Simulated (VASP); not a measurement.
AsS5:

```
As S
1.0
     5.28763    0.00000    0.00000
    -2.64382    4.57922    0.00000
     0.00000    0.00000    4.47694
As S
1 5
Direct
  0.00000 0.00000 0.00000
  0.00000 0.73132 0.50000
  0.73132 0.00000 0.50000
  0.26868 0.26868 0.50000
  0.66667 0.33333 0.00000
  0.33333 0.66667 0.00000
```

The cell was built from a structure type or drawn by symmetry, and may not be a known phase.

| Quantity | Value |
| --- | --- |
| Program | VASP 6.6.1 |
| Task | relaxation of cell and atoms |
| Functional | PBE |
| Potentials or basis | VASP PAW PBE potentials, release 64 (As, S) |
| Cutoff | 600 eV |
| k mesh | 6 × 6 × 4 |
| Occupations | gaussian, width 0.1 eV |
| Spin | no spin polarisation |

At the start: pressure -0.8 GPa; volume 18.07 Å³/atom.

Q: How do energy, volume and symmetry change on relaxing?

A: Over 33 steps the energy falls by 240.1 meV/atom and the volume is 21.87 Å³/atom (+21.1 %); space group P-62m (No. 189, to 0.1 Å) before and after.

Step by step:
| step | energy change (eV) | largest force (eV/Å) | pressure (GPa) | volume (Å³) |
| --- | --- | --- | --- | --- |
| 1 | 0.0000 | 0.1153 | -0.84 | 108.40 |
| 2 | -0.0305 | 0.0838 | 0.11 | 106.91 |
| 3 | -0.0698 | 0.1335 | 3.20 | 103.02 |
| 4 | -0.0794 | 0.1303 | 3.26 | 102.95 |
| 5 | -0.1057 | 0.0971 | 3.50 | 102.74 |
| 6 | -0.1934 | 0.2982 | 4.06 | 102.25 |
| 7 | -0.4017 | 0.2027 | 6.39 | 100.99 |
| 8 | -0.2531 | 2.4589 | 16.59 | 97.46 |
| 9 | -0.4630 | 0.3905 | 9.18 | 99.85 |
| 10 | -0.4206 | 1.4263 | 12.90 | 98.54 |
| 11 | -0.4618 | 0.8713 | 10.95 | 99.19 |
| 12 | -0.4805 | 0.9631 | 11.09 | 99.34 |
| 13 | -0.5222 | 1.2623 | 11.62 | 99.75 |
| 14 | -0.5399 | 1.9135 | 13.21 | 100.47 |
| 15 | -0.6220 | 1.7785 | 12.37 | 101.47 |
| 16 | -0.8272 | 1.4387 | 10.21 | 104.46 |
| 17 | -1.1137 | 0.9247 | 7.22 | 110.40 |
| 18 | -1.3475 | 0.0492 | 3.58 | 122.15 |
| 19 | -1.3513 | 0.0680 | 3.25 | 123.79 |
| 20 | -1.3871 | 0.2184 | 2.19 | 124.48 |
| 21 | -1.4088 | 0.6377 | -0.51 | 126.39 |
| 22 | -1.4144 | 0.5105 | 0.25 | 125.83 |
| 23 | -1.4247 | 0.3300 | 0.35 | 126.17 |
| 24 | -1.4329 | 0.0158 | 0.59 | 126.79 |
| 25 | -1.4330 | 0.0545 | 0.62 | 126.86 |
| 26 | -1.4349 | 0.0066 | 0.30 | 127.59 |
| 27 | -1.4355 | 0.0479 | -0.07 | 128.45 |
| 28 | -1.4355 | 0.0374 | -0.01 | 128.29 |
| 29 | -1.4365 | 0.0046 | 0.02 | 128.63 |
| 30 | -1.4379 | 0.1306 | 0.10 | 129.64 |
| 31 | -1.4387 | 0.0952 | 0.02 | 130.01 |
| 32 | -1.4398 | 0.0088 | -0.28 | 131.14 |
| 33 | -1.4406 | 0.0191 | -0.13 | 131.23 |

Final structure:
```
As S
1.0
     4.66851    0.00000    0.00000
    -2.33426    4.04305    0.00000
     0.00000    0.00000    6.95271
As S
1 5
Direct
  0.00000 0.00000 0.00000
  0.00000 0.73979 0.50000
  0.73979 0.00000 0.50000
  0.26021 0.26021 0.50000
  0.66667 0.33333 0.00000
  0.33333 0.66667 0.00000
```

Caveat: the volume moved by over 15 % at a fixed basis, so the end points are rough; this functional lacks dispersion, which binds the layers, so the pressure and a relaxed spacing across them are unreliable.
